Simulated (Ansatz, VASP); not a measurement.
## Sc in VASP and in Ansatz

```
CELL_PARAMETERS angstrom
3.30880 0.00000 0.00000
-1.65440 2.86550 0.00000
0.00000 0.00000 5.26800
ATOMIC_POSITIONS crystal
Sc 0.33333 0.66667 0.25000
Sc 0.66667 0.33333 0.75000
```

Alike in both runs: task electric field gradients; functional r2SCAN; k mesh 13 × 13 × 7; occupations fermi-dirac, width 0.03 eV; no spin polarisation.

|  | VASP | Ansatz |
| --- | --- | --- |
| version | VASP 6.6.1 | Ansatz 0.2.0 |
| potentials or method | VASP PAW PBE potentials, release 64 (Sc_sv) | PAW with Ansatz's default frozen-core files, scalar-relativistic |
| plane-wave cutoff (eV) | 520 | 500 |
| valence electrons in the cell | 22 | 22 |

|  | VASP | Ansatz | Ansatz less VASP |
| --- | --- | --- | --- |
| pressure (GPa) | 0.1 | -0.1 | -0.20 |
| traceless stress, the component that is largest in VASP (GPa) | -1.09 | -1.09 | -0.003 |
| size of Vzz on the site where it differs most (V/Å²) | 9.3 | 8.6 | -0.72 |

VASP's potentials were made for PBE, not for r2SCAN.
